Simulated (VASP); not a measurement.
Wanted: the native input for a VASP 6.6.1 run.

```yaml
Task: single point
Functional: PBE
Potentials_or_basis: VASP PAW PBE potentials, release 64 (Ca_sv, Se)
Cutoff: 520 eV
k_mesh: 8 × 8 × 8
Occupations: gaussian, width 0.02 eV
Spin: no spin polarisation
Dipole_correction: no
Further_INCAR_settings: ALGO = Normal; EDIFF = 1e-06; NBANDS = 15
```

The structure of CaSe lies in POSCAR:

```
CaSe
1.0
    0.0000000000      2.9178841434      2.9178841434
    2.9178841434      0.0000000000      2.9178841434
    2.9178841434      2.9178841434      0.0000000000
Ca Se
1 1
Direct
    0.5000000000      0.5000000000      0.5000000000
    0.0000000000      0.0000000000      0.0000000000
```

One way to write it, as run:

INCAR

```
ALGO = Normal
EDIFF = 1E-6
ENCUT = 520
GGA = PE
ISIF = 2
ISMEAR = 0
LASPH = True
LCHARG = False
LREAL = False
LWAVE = False
NBANDS = 15
NELM = 100
PREC = Accurate
SIGMA = 0.02
```

KPOINTS

```
k-points
0
Gamma
  8 8 8
```

Potentials or basis: VASP PAW PBE potentials, release 64 (Ca_sv, Se).

Command:

```bash
$ cat potpaw_PBE.64/Ca_sv/POTCAR potpaw_PBE.64/Se/POTCAR > POTCAR
$ mpirun -np 1 vasp_std > vasp.out
```

It gave:

```json
{
 "Pressure": "3.6 GPa",
 "Band gap on the k mesh": "1.92 eV (least direct gap 2.89 eV)"
}
```

Caveat: the cell stands under pressure.

Run time: 32 s on 1 thread of Intel Xeon 8259CL, with other jobs on the host, peak memory 0.18 GiB.
